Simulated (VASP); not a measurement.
Wanted: the native input for a VASP 6.6.1 run.

```yaml
Task: single point
Functional: PBE
Potentials_or_basis: VASP PAW PBE potentials, release 64 (Cs_sv, Pb_d, Cl)
Cutoff: 520 eV
k_mesh: 4 × 4 × 4
Occupations: fermi-dirac, width 0.02 eV
Spin: no spin polarisation
Dipole_correction: no
Further_INCAR_settings: ALGO = Normal; EDIFF = 1e-06; NBANDS = 30
```

The structure of CsPbCl3 lies in POSCAR:

```
CsPbCl3
1.0
    4.0593838623      2.3436863656      3.3140719845
   -4.0593838623      2.3436863656      3.3140719845
    0.0000000000     -4.6873727313      3.3140719845
Cs Pb Cl
1 1 3
Direct
    0.5000000000      0.5000000000      0.5000000000
    0.0000000000      0.0000000000      0.0000000000
    0.5000000000      0.0000606899      0.9999393101
    0.0000606899      0.9999393101      0.5000000000
    0.9999393101      0.5000000000      0.0000606899
```

One way to write it, as run:

INCAR

```
ALGO     = Normal         # electronic algorithm
EDIFF    = 1E-6           # SCF threshold, eV
ENCUT    = 520            # plane-wave cutoff, eV
GGA      = PE             # functional
ISIF     = 2              # what is computed and relaxed
ISMEAR   = -1             # smearing method
LASPH    = True           # aspherical terms in the spheres
LCHARG   = True           # write CHGCAR
LELF     = True           # ELF
LREAL    = False          # projectors in reciprocal space
LVHAR    = True         
LWAVE    = False          # write WAVECAR
NBANDS   = 30             # bands
NELM     = 60             # most SCF steps
PREC     = Accurate       # precision mode
SIGMA    = 0.02           # smearing width, eV
```

KPOINTS

```
k-points
0
Gamma
  4 4 4
```

Potentials or basis: VASP PAW PBE potentials, release 64 (Cs_sv, Pb_d, Cl).

The run is started by

```console
$ cat potpaw_PBE.64/Cs_sv/POTCAR potpaw_PBE.64/Pb_d/POTCAR potpaw_PBE.64/Cl/POTCAR > POTCAR
$ mpirun -np 1 vasp_std > vasp.out
```

Results of the run:

- Pressure: 0.0 GPa
- Band gap on the k mesh: 2.22 eV

Caveat: spin-orbit coupling is left out, which moves the levels of the heavy elements.

Wall time 68 s on 1 thread of Oxide Virtual Turin-like Processor, with other jobs on the host, peak memory 0.32 GiB.
